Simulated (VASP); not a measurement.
# H4CO (P2_12_12_1) in VASP: further runs

Runs on H4CO. Level: PBE+D3(BJ). Tasks: single point.

Everything below comes from runs of VASP 6.6.1. Logs are shortened: lines on timing, memory, paths and dates and some standing lists are left out, and cuts for length are marked.

### 1 The cell of the first run

The structure is orthorhombic, space group P2_12_12_1 (No. 19). The conventional cell has a = 4.641 Å, b = 4.873 Å, c = 8.867 Å, α = 90.00°, β = 90.00°, γ = 90.00°. H (site symmetry 1) has 1 O at 1.01 Å within 1.4 Å. H (site symmetry 1) has 1 C at 1.09 Å within 1.5 Å. H (site symmetry 1) has 1 C at 1.06 Å within 1.4 Å. H (site symmetry 1) has 1 C at 1.07 Å within 1.4 Å. Within 1.5 Å of C (site symmetry 1) lie 3 H at 1.06 to 1.09 Å and 1 O at 1.41 Å. O (site symmetry 1) has 1 H at 1.01 Å and 1 C at 1.41 Å within 1.5 Å.

### 2 Single point, PBE+D3(BJ)

The input, INCAR:

```
  PREC = Accurate
  ENCUT = 520
  EDIFF = 1E-6
  ISMEAR = 0
  SIGMA = 0.1
  LREAL = Auto
  LASPH = T
  NELM = 100
  ALGO = Normal
  ISIF = 2
  LWAVE = F
  LCHARG = F
  GGA = PE
  IVDW = 12
  NBANDS = 46
```

The input, KPOINTS:

```
Automatic mesh
0
Gamma
  4 4 2
```

The input, POSCAR:

```
H4CO
1.0
    4.6411000000      0.0000000000      0.0000000000
    0.0000000000      4.8728000000      0.0000000000
    0.0000000000      0.0000000000      8.8671000000
H C O
16 4 4
Direct
    0.5967000000      0.2440000000      0.4816000000
    0.9033000000      0.7560000000      0.9816000000
    0.4033000000      0.7440000000      0.0184000000
    0.0967000000      0.2560000000      0.5184000000
    0.9374000000      0.9004000000      0.2897000000
    0.5626000000      0.0996000000      0.7897000000
    0.0626000000      0.4004000000      0.2103000000
    0.4374000000      0.5996000000      0.7103000000
    0.7283000000      0.7789000000      0.4382000000
    0.7717000000      0.2211000000      0.9382000000
    0.2717000000      0.2789000000      0.0618000000
    0.2283000000      0.7211000000      0.5618000000
    0.5672000000      0.9337000000      0.2775000000
    0.9328000000      0.0663000000      0.7775000000
    0.4328000000      0.4337000000      0.2225000000
    0.0672000000      0.5663000000      0.7225000000
    0.7426000000      0.9347000000      0.3555000000
    0.7574000000      0.0653000000      0.8555000000
    0.2574000000      0.4347000000      0.1445000000
    0.2426000000      0.5653000000      0.6445000000
    0.7750000000      0.1950000000      0.4221000000
    0.7250000000      0.8050000000      0.9221000000
    0.2250000000      0.6950000000      0.0779000000
    0.2750000000      0.3050000000      0.5779000000
```

Potentials or basis: VASP PAW PBE potentials, release 64 (H, C, O).

Run with:

```
cat potpaw_PBE.64/H/POTCAR potpaw_PBE.64/C/POTCAR potpaw_PBE.64/O/POTCAR > POTCAR
mpirun -np 1 vasp_std > vasp.out
```

OUTCAR:

```text
PREC = Accurate
   ENCUT = 520
   EDIFF = 1E-6
   ISMEAR = 0
   LREAL = Auto
   LASPH = T
   NELM = 100
   ISIF = 2
   GGA = PE
   IVDW = 12
 IVDW          = 12

 ion  position               nearest neighbor table
   1  0.597  0.244  0.482-  21 1.01
   2  0.903  0.756  0.982-  22 1.01
   3  0.403  0.744  0.018-  23 1.01
   4  0.097  0.256  0.518-  24 1.01
   5  0.937  0.900  0.290-  17 1.09
   6  0.563  0.100  0.790-  18 1.09
[... 8 lines left out ...]
  15  0.433  0.434  0.222-  19 1.07
  16  0.067  0.566  0.722-  20 1.07
  17  0.743  0.935  0.355-   9 1.06  13 1.07   5 1.09  21 1.41
  18  0.757  0.065  0.855-  10 1.06  14 1.07   6 1.09  22 1.41
  19  0.257  0.435  0.145-  11 1.06  15 1.07   7 1.09  23 1.41
  20  0.243  0.565  0.645-  12 1.06  16 1.07   8 1.09  24 1.41
  21  0.775  0.195  0.422-   1 1.01  17 1.41
  22  0.725  0.805  0.922-   2 1.01  18 1.41
  23  0.225  0.695  0.078-   3 1.01  19 1.41
  24  0.275  0.305  0.578-   4 1.01  20 1.41

  LATTYP: Found a simple orthorhombic cell.
 ALAT       =     4.6411000000
 B/A-ratio  =     1.0499235095
 C/A-ratio  =     1.9105599966

  Lattice vectors:

 A1 = (   4.6411000000,   0.0000000000,   0.0000000000)
 A2 = (   0.0000000000,   4.8728000000,   0.0000000000)
 A3 = (   0.0000000000,   0.0000000000,   8.8671000000)

Analysis of symmetry for initial positions (statically):
=====================================================================
 Subroutine PRICEL returns:
 Original cell was already a primitive cell.

 Routine SETGRP: Setting up the symmetry group for a
 simple orthorhombic supercell.

 Subroutine GETGRP returns: Found  4 space group operations
 (whereof  1 operations were pure point group operations)
 out of a pool of  8 trial point group operations.

The static configuration has the point symmetry C_1 .
 The point group associated with its full space group is D_2 .

Analysis of symmetry for dynamics (positions and initial velocities):
=====================================================================
 Subroutine PRICEL returns:
 Original cell was already a primitive cell.

 Routine SETGRP: Setting up the symmetry group for a
 simple orthorhombic supercell.

 Subroutine GETGRP returns: Found  4 space group operations
 (whereof  1 operations were pure point group operations)
 out of a pool of  8 trial point group operations.

The dynamic configuration has the point symmetry C_1 .
 The point group associated with its full space group is D_2 .

 Subroutine INISYM returns: Found  4 space group operations
 (whereof  1 operations are pure point group operations),
 and found     1 'primitive' translations

----------------------------------------------------------------------------------------

                                     Primitive cell

  volume of cell :     200.5308

  direct lattice vectors                    reciprocal lattice vectors
     4.641100000  0.000000000  0.000000000     0.215466161  0.000000000  0.000000000
     0.000000000  4.872800000  0.000000000     0.000000000  0.205220818  0.000000000
     0.000000000  0.000000000  8.867100000     0.000000000  0.000000000  0.112776443

  length of vectors
     4.641100000  4.872800000  8.867100000     0.215466161  0.205220818  0.112776443

  position of ions in fractional coordinates (direct lattice)
     0.596700000  0.244000000  0.481600000
     0.903300000  0.756000000  0.981600000
     0.403300000  0.744000000  0.018400000
     0.096700000  0.256000000  0.518400000
     0.937400000  0.900400000  0.289700000
     0.562600000  0.099600000  0.789700000
[... 16 lines left out ...]
     0.225000000  0.695000000  0.077900000
     0.275000000  0.305000000  0.577900000

  ion indices of the primitive-cell ions
   primitive index   ion index
                 1           1
                 2           2
                 3           3
                 4           4
                 5           5
                 6           6
[... 16 lines left out ...]
                23          23
                24          24

----------------------------------------------------------------------------------------

 KPOINTS: Automatic mesh

Automatic generation of k-mesh.
 Grid dimensions read from file:
 generate k-points for:    4    4    2

 Generating k-lattice:

  Cartesian coordinates                     Fractional coordinates (reciprocal lattice)
     0.053866540  0.000000000  0.000000000     0.250000000  0.000000000  0.000000000
     0.000000000  0.051305204  0.000000000     0.000000000  0.250000000  0.000000000
     0.000000000  0.000000000  0.056388222     0.000000000  0.000000000  0.500000000

  Length of vectors
     0.053866540  0.051305204  0.056388222

  Shift w.r.t. Gamma in fractional coordinates (k-lattice)
     0.000000000  0.000000000  0.000000000

 Subroutine IBZKPT returns following result:
 ===========================================

 Found     18 irreducible k-points:

 Following reciprocal coordinates:
            Coordinates               Weight
  0.000000  0.000000  0.000000      1.000000
  0.250000  0.000000  0.000000      2.000000
  0.500000  0.000000  0.000000      1.000000
  0.000000  0.250000  0.000000      2.000000
  0.250000  0.250000  0.000000      4.000000
  0.500000  0.250000  0.000000      2.000000
[... 10 lines left out ...]
  0.250000  0.500000  0.500000      2.000000
  0.500000  0.500000  0.500000      1.000000
   k-points           NKPTS =     18   k-points in BZ     NKDIM =     18   number of bands    NBANDS=     46
   number of dos      NEDOS =    301   number of ions     NIONS =     24
   total plane-waves  NPLWV =  90720
   dimension x,y,z NGX =    36 NGY =   36 NGZ =   70
   dimension x,y,z NGXF=    72 NGYF=   72 NGZF=  140
   ions per type =              16   4   4
   NGX,Y,Z   is equivalent  to a cutoff of  12.90, 12.28, 13.12 a.u.
   NGXF,Y,Z  is equivalent  to a cutoff of  25.79, 24.56, 26.25 a.u.
 SYSTEM =  unknown system
   PREC   = accura    normal or accurate (medium, high low for compatibility)
   ISTART =      0    job   : 0-new  1-cont  2-samecut
   ICHARG =      2    charge: 1-file 2-atom 10-const
   ISPIN  =      1    spin polarized calculation?
   LNONCOLLINEAR =      F non collinear calculations
   LSORBIT =      F    spin-orbit coupling
   LASPH  =      T    aspherical Exc in radial PAW
   ENCUT  =  520.0 eV  38.22 Ry    6.18 a.u.   8.63  9.06 16.49*2*pi/ulx,y,z
   NELM   =    100;   NELMIN=  2; NELMDL= -5     # of ELM steps
   EDIFF  = 0.1E-05   stopping-criterion for ELM
   LREAL  =      T    real-space projection
   EDIFFG = 0.1E-04   stopping-criterion for IOM
   NSW    =      0    number of steps for IOM
   IBRION =     -1    ionic relax: 0-MD 1-quasi-New 2-CG
   NFREE  =      0    steps in history (QN), initial steepest desc. (CG)
   ISIF   =      2    stress and relaxation
   ISYM   =      2    0-nonsym 1-usesym 2-fastsym
   POTIM  = 0.5000    time-step for ionic-motion
   TEBEG  =    0.0;   TEEND  =   0.0 temperature during run
   PSTRESS=    0.0 pullay stress
   NELECT =      56.0000    total number of electrons
   NUPDOWN=      -1.0000    fix difference up-down
   EMIN   =  10.00;   EMAX   =-10.00  energy-range for DOS
   EFERMI =   0.00;   METHOD = LEGACY
   ISMEAR =     0;   SIGMA  =   0.10  broadening in eV -4-tet -1-fermi 0-gaus
   EFERMI_NEDOS =   21; number of points for ismear=-14 and -15
   IALGO  =     38    algorithm
   IMIX   =      4    mixing-type and parameters
     AMIX     =   0.40;   BMIX     =  1.00
     AMIX_MAG =   1.60;   BMIX_MAG =  1.00
  volume/ion in A,a.u.               =       8.36        56.39
  Fermi-wavevector in a.u.,A,eV,Ry     =   1.070066  2.022131 15.579225  1.145041
  Thomas-Fermi vector in A             =   2.205764
   LORBIT       =      0    0 simple, 1 ext, 2 COOP (PROOUT), +10 PAW based schemes
   GGA     = PE    functional components
   LHFCALC =     F    Hartree Fock is set to
   AEXX    =    0.0000 exact exchange contribution
   IVDW    =    12    specifies the selected vdW correction
   LEPSILON=     F    determine dielectric tensor
   LRPA    =     F    only Hartree local field effects (RPA)
 non-spin polarized calculation
 Gauss-broadening in eV      SIGMA  =   0.10
  energy-cutoff  :      520.00
  volume of cell :      200.53
 maximum number of plane-waves:      5428
 NGX is ok and might be reduce to    36

 number of electron      55.9999991 magnetization

 Free energy of the ion-electron system (eV)
  ---------------------------------------------------
  ext. energy  EPLUGINS =         0.00000000
  ---------------------------------------------------
  free energy    TOTEN  =      -122.00395611 eV

  energy without entropy =     -122.00395611  energy(sigma->0) =     -122.00395611

 E-fermi :  -1.7418     XC(G=0):  -7.5466

 val. band max:       -2.2178803403   @ k =   0.2500   0.2500   0.0000
 cond. band min:       3.4359819396   @ k =   0.0000   0.2500   0.0000
 fundamental gap:      5.6538622799
 Fermi energy:        -1.7417627810

 k-point     1 :       0.0000    0.0000    0.0000
  band No.  band energies     occupation
      1     -21.8513      2.00000
      2     -21.8053      2.00000
      3     -21.2369      2.00000
      4     -21.2013      2.00000
      5     -13.0785      2.00000
      6     -12.9370      2.00000
[... 32 lines left out ...]
     39       8.0098      0.00000
     40       8.5750      0.00000

 k-point     2 :       0.2500    0.0000    0.0000
  band No.  band energies     occupation
      1     -21.7600      2.00000
      2     -21.7233      2.00000
      3     -21.3212      2.00000
      4     -21.3004      2.00000
      5     -12.9946      2.00000
      6     -12.9177      2.00000
[... 677 lines left out ...]
     39       8.1832      0.00000
     40       8.1832      0.00000

 k-point    18 :       0.5000    0.5000    0.5000
  band No.  band energies     occupation
      1     -21.5185      2.00000
      2     -21.5185      2.00000
      3     -21.5185      2.00000
      4     -21.5185      2.00000
      5     -12.9592      2.00000
      6     -12.9592      2.00000
[... 32 lines left out ...]
     39       8.0186      0.00000
     40       8.0186      0.00000
 [bands above 40 left out]

------------------------ aborting loop because EDIFF is reached ----------------------------------------

 Edisp (eV)   -1.08661

 E8    (eV) :    -0.2336

  FORCE on cell =-STRESS in cart. coord.  units (eV):
  Direction    XX          YY          ZZ          XY          YZ          ZX
  --------------------------------------------------------------------------------------
  -------------------------------------------------------------------------------------
  Total       1.67900     8.56995     4.58653     0.00000     0.00000     0.00000
  in kB      13.41465    68.47117    36.64494     0.00000     0.00000     0.00000
  external pressure =       39.51 kB  Pullay stress =        0.00 kB

 VOLUME and BASIS-vectors are now :
 -----------------------------------------------------------------------------
  energy-cutoff  :      520.00
  volume of cell :      200.53
      direct lattice vectors                 reciprocal lattice vectors
     4.641100000  0.000000000  0.000000000     0.215466161  0.000000000  0.000000000
     0.000000000  4.872800000  0.000000000     0.000000000  0.205220818  0.000000000
     0.000000000  0.000000000  8.867100000     0.000000000  0.000000000  0.112776443

 POSITION                                       TOTAL-FORCE (eV/Angst)
 -----------------------------------------------------------------------------------
      2.76934      1.18896      4.27040         0.229383     -0.222570     -0.241294
      4.19231      3.68384      8.70395        -0.229383      0.222570     -0.241294
      1.87176      3.62536      0.16315        -0.229383     -0.222570      0.241294
      0.44879      1.24744      4.59670         0.229383      0.222570      0.241294
      4.35057      4.38747      2.56880         0.270463     -0.202139     -0.200919
      2.61108      0.48533      7.00235        -0.270463      0.202139     -0.200919
[... 16 lines left out ...]
      1.04425      3.38660      0.69075         0.171841      1.286761     -0.895026
      1.27630      1.48620      5.12430        -0.171841     -1.286761     -0.895026
 -----------------------------------------------------------------------------------
    total drift:                                0.000000     -0.000000     -0.000000

  FREE ENERGIE OF THE ION-ELECTRON SYSTEM (eV)
  ---------------------------------------------------
  free  energy   TOTEN  =      -123.0905702521 eV

  energy  without entropy=     -123.0905702521  energy(sigma->0) =     -123.09057025
```

It took 1.8 min on 1 thread of Intel Xeon 6975P-C (Granite Rapids), shared host; peak memory 0.33 GiB.

What came out:

```yaml
Free_energy: -123.0906 eV
Pressure: 4.0 GPa
Largest_force: 1.577 eV/Å
Band_gap_on_the_k_mesh: 5.65 eV (least direct gap 5.73 eV)
Dispersion_energy_per_atom: -0.045 eV
```

Forces in eV/Å, atoms in the order of the input:
```
H    0.229 -0.223 -0.241
H   -0.229  0.223 -0.241
H   -0.229 -0.223  0.241
H    0.229  0.223  0.241
H    0.270 -0.202 -0.201
H   -0.270  0.202 -0.201
H   -0.270 -0.202  0.201
H    0.270  0.202  0.201
H   -0.326 -1.179  0.895
H    0.326  1.179  0.895
H    0.326 -1.179 -0.895
H   -0.326  1.179 -0.895
H   -1.002 -0.220 -0.546
H    1.002  0.220 -0.546
H    1.002 -0.220  0.546
H   -1.002  0.220  0.546
C    0.988  0.563 -0.619
C   -0.988 -0.563 -0.619
C   -0.988  0.563  0.619
C    0.988 -0.563  0.619
O   -0.172  1.287  0.895
O    0.172 -1.287  0.895
O    0.172  1.287 -0.895
O   -0.172 -1.287 -0.895
```

Stress tensor (GPa, compression positive):
```
1.34 0.00 0.00
0.00 6.85 0.00
0.00 0.00 3.66
```

Caveat: the stress differs along the axes, from 1 to 7 GPa; forces of over 1 eV/Å act on the atoms, so gaps and moduli don't describe the material at rest. A k mesh can miss the band edges.

### 3 Single point, PBE+D3(BJ)

This run uses another cell than the first one, of the same volume but with other edges.

The input, INCAR:

```
SYSTEM = H4CO
ALGO = Normal
EDIFF = 1E-6
ENCUT = 520
GGA = PE
ISIF = 2
ISMEAR = 0
IVDW = 12
LASPH = .TRUE.
LCHARG = .TRUE.
LELF = .TRUE.
LREAL = Auto
LVHAR = .TRUE.
LWAVE = .FALSE.
NBANDS = 46
NELM = 100
PREC = Accurate
SIGMA = 0.1
```

The input, KPOINTS:

```
k-points
0
G
  4 4 2
  0 0 0
```

The input, POSCAR:

```
H4CO
1.0
    4.5382357258      0.0000000000      0.0000000000
    0.0000000000      4.9672891934      0.0000000000
    0.0000000000      0.0000000000      8.9132265615
H C O
16 4 4
Direct
    0.5799544241      0.2384374015      0.4807906963
    0.9200455759      0.7615625985      0.9807906963
    0.4200455759      0.7384374015      0.0192093037
    0.0799544241      0.2615625985      0.5192093037
    0.9455135874      0.9147064283      0.2875001504
    0.5544864126      0.0852935717      0.7875001504
    0.0544864126      0.4147064283      0.2124998496
    0.4455135874      0.5852935717      0.7124998496
    0.7408402286      0.7831127476      0.4421963062
    0.7591597714      0.2168872524      0.9421963062
    0.2591597714      0.2831127476      0.0578036938
    0.2408402286      0.7168872524      0.5578036938
    0.5534653582      0.9267335738      0.2845238953
    0.9465346418      0.0732664262      0.7845238953
    0.4465346418      0.4267335738      0.2154761047
    0.0534653582      0.5732664262      0.7154761047
    0.7488510282      0.9436998348      0.3572102429
    0.7511489718      0.0563001652      0.8572102429
    0.2511489718      0.4436998348      0.1427897571
    0.2488510282      0.5563001652      0.6427897571
    0.7669034540      0.2051618891      0.4242360961
    0.7330965460      0.7948381109      0.9242360961
    0.2330965460      0.7051618891      0.0757639039
    0.2669034540      0.2948381109      0.5757639039
```

Potentials or basis: VASP PAW PBE potentials, release 64 (H, C, O).

Run with:

```
cat potpaw_PBE.64/H/POTCAR potpaw_PBE.64/C/POTCAR potpaw_PBE.64/O/POTCAR > POTCAR
mpirun -np 1 vasp_std > vasp.out
```

Wall time 1.7 min (1 thread of Intel Xeon 6975P-C (Granite Rapids), shared host); peak memory 0.35 GiB.

It converged, with:

```
Free energy                : -123.4820 eV
Pressure                   : 0.0 GPa
Largest force              : 0.150 eV/Å
Band gap on the k mesh     : 5.60 eV (least direct gap 5.66 eV)
Dispersion energy per atom : -0.045 eV
```

Forces on the atoms (eV/Å):
```
H   -0.117  0.047  0.077
H    0.117 -0.047  0.077
H    0.117  0.047 -0.077
H   -0.117 -0.047 -0.077
H    0.004 -0.002 -0.008
H   -0.004  0.002 -0.008
H   -0.004 -0.002  0.008
H    0.004  0.002  0.008
H    0.002 -0.004  0.008
H   -0.002  0.004  0.008
H   -0.002 -0.004 -0.008
H    0.002  0.004 -0.008
H    0.002  0.005  0.006
H   -0.002 -0.005  0.006
H   -0.002  0.005 -0.006
H    0.002 -0.005 -0.006
C    0.001 -0.117 -0.075
C   -0.001  0.117 -0.075
C   -0.001 -0.117  0.075
C    0.001  0.117  0.075
O    0.105  0.102  0.032
O   -0.105 -0.102  0.032
O   -0.105  0.102 -0.032
O    0.105 -0.102 -0.032
```

Stress tensor (GPa, compression positive):
```
-0.32  0.00  0.00
 0.00  0.32  0.00
 0.00  0.00 -0.03
```

Levels at points of the mesh, in eV from the valence-band top:
```tsv
k point	band 26	band 27	band 28	band 29	band 30	band 31
(0.00, 0.00, 0.00)	-0.41	-0.13	-0.10	5.85	6.09	7.08
(0.50, 0.00, 0.00)	-0.52	-0.10	-0.10	7.25	7.25	8.11
(0.00, 0.50, 0.00)	-0.45	-0.10	-0.10	5.60	5.60	7.12
(0.50, 0.50, 0.00)	-0.27	-0.07	-0.07	7.18	7.18	7.19
(0.00, 0.00, 0.50)	-0.61	-0.13	-0.13	6.01	6.01	7.17
(0.50, 0.00, 0.50)	-0.46	-0.13	-0.13	7.65	7.65	7.66
(0.00, 0.50, 0.50)	-0.42	-0.13	-0.13	5.99	5.99	6.40
(0.50, 0.50, 0.50)	-0.17	-0.17	-0.17	7.22	7.22	7.22
```

[end of part 1 of 2]
